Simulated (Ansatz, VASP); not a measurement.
**Two plane-wave programs on Li2SbIO4**

Contents of POSCAR:

```
Li2SbIO4
1.0
    3.6177020000      0.0000000000      0.0000000000
    0.0000000000      3.6177020000      0.0000000000
    0.0000000000      0.0000000000      8.8727670000
I Li Sb O
1 2 1 4
Direct
    0.0000000000      0.0000000000      0.5000000000
    0.5000000000      0.5000000000      0.7416000000
    0.5000000000      0.5000000000      0.2584000000
    0.0000000000      0.0000000000      0.0000000000
    0.5000000000      0.0000000000      0.8580000000
    0.0000000000      0.5000000000      0.8580000000
    0.5000000000      0.0000000000      0.1420000000
    0.0000000000      0.5000000000      0.1420000000
```

File INCAR.step1:

```
PREC = Accurate ; ENCUT = 520
ISMEAR = -1 ; SIGMA = 0.1
LREAL = F ; LASPH = T
NELM = 100 ; NBANDS = 31
GGA = PE ; ALGO = Normal
EDIFF = 1E-4 ; LWAVE = T
LCHARG = F
```

Contents of INCAR.step2:

```
PREC = Accurate ; ENCUT = 520
EDIFF = 1E-7 ; ISMEAR = -1
SIGMA = 0.1 ; LREAL = F
LASPH = T ; NELM = 100
ALGO = Normal ; ISIF = 2
LWAVE = F ; LCHARG = F
METAGGA = R2SCAN ; LMIXTAU = T
NBANDS = 31 ; ISTART = 1
```

The input KPOINTS:

```
Automatic mesh
0
Gamma
  9 9 4
```

Input for Ansatz:

```yaml
crystal:
  lattice:
    - [3.617702, 0.0, 0.0]
    - [0.0, 3.617702, 0.0]
    - [0.0, 0.0, 8.872767]
  atoms:
    - { symbol: I, position: [0.0, 0.0, 0.5] }
    - { symbol: Li, position: [0.5, 0.5, 0.7416] }
    - { symbol: Li, position: [0.5, 0.5, 0.2584] }
    - { symbol: Sb, position: [0.0, 0.0, 0.0] }
    - { symbol: O, position: [0.5, 0.0, 0.858] }
    - { symbol: O, position: [0.0, 0.5, 0.858] }
    - { symbol: O, position: [0.5, 0.0, 0.142] }
    - { symbol: O, position: [0.0, 0.5, 0.142] }
  symmetry: { tolerance: 0.0003 }
kpoints:
  mp_grid: { grid: [9, 9, 4], shift: [0, 0, 0] }
  band_path:
    path:
      - [0.0, 0.0, 0.0]
      - [0.0, 0.5, 0.0]
      - [0.5, 0.5, 0.0]
      - [0.0, 0.0, 0.0]
      - [0.0, 0.0, 0.5]
      - [0.0, 0.5, 0.5]
      - [0.5, 0.5, 0.5]
      - [0.0, 0.0, 0.5]
      - [0.0, 0.5, 0.0]
      - [0.0, 0.5, 0.5]
      - [0.5, 0.5, 0.0]
    npoints: 6
magnetization:
  spin_polarized: false
scf:
  occupations: { method: fermi_dirac }
  lower_state_search: "off"
  max_iter: 200
hamiltonian:
  pseudopotentials: { kind: paw }
  xc: r2scan
basis:
  ecutwfc: 500
  fft_grid_basis: typed
output:
  forces: true
  stress: true
  eigenvalues: true
  bader: true
  populations: true
  elf: true
  write_potential: true
  volumetric_format: npy
  dos:
    e_range: [-12, 8]
    de: 0.05
    projected: { site_lists: { I: [I], Li: [Li], O: [O], Sb: [Sb] } }
checkpoint:
  read: saved_state
```

Alike in both runs: task single point; functional r2SCAN; k mesh 9 × 9 × 4; no spin polarisation.

|  | VASP | Ansatz |
| --- | --- | --- |
| version | VASP 6.6.1 | Ansatz 0.2.0 |
| potentials or method | VASP PAW PBE potentials, release 64 (I, Li_sv, Sb, O), cutoff 520 eV | PAW plane waves |
| occupations | fermi-dirac, width 0.1 eV | fermi-dirac |
| valence electrons in the cell | 42 | 62 |

|  | VASP | Ansatz | Ansatz less VASP |
| --- | --- | --- | --- |
| rms of the force components (eV/Å) | 0.306 | 0.306 | -0.0005 |

VASP's potentials were made for PBE, not for r2SCAN. Atom by atom the forces differ by 0.012 eV/Å (rms over components). VASP's potentials hold 42 valence electrons a cell and Ansatz's 62, so a difference there can come from the potentials and not from the codes.

Neither program's run includes spin-orbit coupling. Noted on VASP's run: the cutoff is under 1.25 times that of the potentials, so the pressure is a little rough.
